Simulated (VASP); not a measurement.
Wanted: the native input for a VASP 6.6.1 run.

| Property | Result |
| --- | --- |
| Task | single point |
| Functional | PBE |
| Potentials or basis | VASP PAW PBE potentials, release 64 (Ga_d, Sb) |
| Cutoff | 520 eV |
| k mesh | 12 × 12 × 12 |
| Occupations | fermi-dirac, width 0.05 eV |
| Spin | no spin polarisation |
| Dipole correction | no |
| Further INCAR settings | ALGO = Normal; EDIFF = 1e-06; NBANDS = 16 |

The structure of GaSb (zincblende type) lies in POSCAR:

```
GaSb
1.0
    0.0000000000      2.9776111060      2.9776111060
    2.9776111060      0.0000000000      2.9776111060
    2.9776111060      2.9776111060      0.0000000000
Ga Sb
1 1
Direct
    0.0000000000      0.0000000000      0.0000000000
    0.2500000000      0.2500000000      0.2500000000
```

This cell differs from its parent crystal: volume scaled by 0.88.

These files were run (other wordings do the same):

INCAR

```
PREC     = Accurate       # precision mode
ENCUT    = 520            # plane-wave cutoff, eV
EDIFF    = 1E-6           # SCF threshold, eV
ISMEAR   = -1             # smearing method
SIGMA    = 0.05           # smearing width, eV
LREAL    = F              # projectors in reciprocal space
LASPH    = T              # aspherical terms in the spheres
NELM     = 80             # most SCF steps
ALGO     = Normal         # electronic algorithm
ISIF     = 2              # what is computed and relaxed
LWAVE    = F              # write WAVECAR
LCHARG   = F              # write CHGCAR
GGA      = PE             # functional
NBANDS   = 16             # bands
```

KPOINTS

```
Automatic mesh
0
Gamma
  12 12 12
```

Potentials or basis: VASP PAW PBE potentials, release 64 (Ga_d, Sb).

Launch:

```bash
$ cat potpaw_PBE.64/Ga_d/POTCAR potpaw_PBE.64/Sb/POTCAR > POTCAR
$ mpirun -np 1 vasp_std > vasp.out
```

Results of the run:

```yaml
Pressure: 7.8 GPa
Band_gap_on_the_k_mesh: 0.58 eV, indirect (least direct gap 0.63 eV)
```

Caveat: spin-orbit coupling is left out, which moves the levels of the heavy elements.

Run time: 38 s on 1 thread of Intel Xeon 6975P-C, with other jobs on the host, peak memory 0.21 GiB.
